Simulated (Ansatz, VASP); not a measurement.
**Mo in VASP and in Ansatz**

INCAR

```
SYSTEM = Mo
PREC = Accurate ; ENCUT = 520
EDIFF = 1E-6 ; ISMEAR = 0
SIGMA = 0.15 ; LREAL = .False.
LASPH = .True. ; NELM = 100
ALGO = Fast ; ISIF = 2
LWAVE = .False. ; LCHARG = .False.
NBANDS = 13
```

The input KPOINTS:

```
regular mesh
0
Gamma
  22 22 22
  0 0 0
```

File POSCAR:

```
Mo
1.0
   -1.7281000000      1.5710000000      1.5710000000
    1.7281000000     -1.5710000000      1.5710000000
    1.7281000000      1.5710000000     -1.5710000000
Mo
1
Direct
    0.0000000000      0.0000000000      0.0000000000
```

Input for Ansatz:

```yaml
crystal:
  lattice:
    - [-1.7281, 1.571, 1.571]
    - [1.7281, -1.571, 1.571]
    - [1.7281, 1.571, -1.571]
  atoms:
    - { symbol: Mo, position: [0.0, 0.0, 0.0] }
basis:
  ecutwfc: 650.0
kpoints:
  mp_grid: { grid: [22, 22, 22] }
hamiltonian:
  xc: lda
scf:
  occupations: { method: gaussian, width: 0.15 }
output:
  forces: true
  stress: true
  eigenvalues: true
```

Change from the starting cell: strain +0.1000 x Voigt [1, 0, 0, 0, 0, 0], atoms carried along.

Alike in both runs: task single point; functional LDA; k mesh 22 × 22 × 22; occupations gaussian, width 0.15 eV; no spin polarisation.

|  | VASP | Ansatz |
| --- | --- | --- |
| version | VASP 6.6.1 | Ansatz 0.2.0 |
| potentials or method | VASP PAW LDA potentials, release 64 (Mo_sv), cutoff 520 eV | scalar-relativistic, plane waves, PAW |
| valence electrons in the cell | 14 | 14 |

```csv
,VASP,Ansatz,Ansatz less VASP
gap on the k mesh at the Fermi level (eV),none,none,-
pressure (GPa),-26.3,-27.0,-0.71
"traceless stress, the component that is largest in VASP (GPa)",-13.58,-13.57,+0.012
```

LDA's correlation is that of Perdew and Zunger in VASP and of Perdew and Wang (1992) in Ansatz. A gap of «none» marks a metal or a gap that the smearing closes.
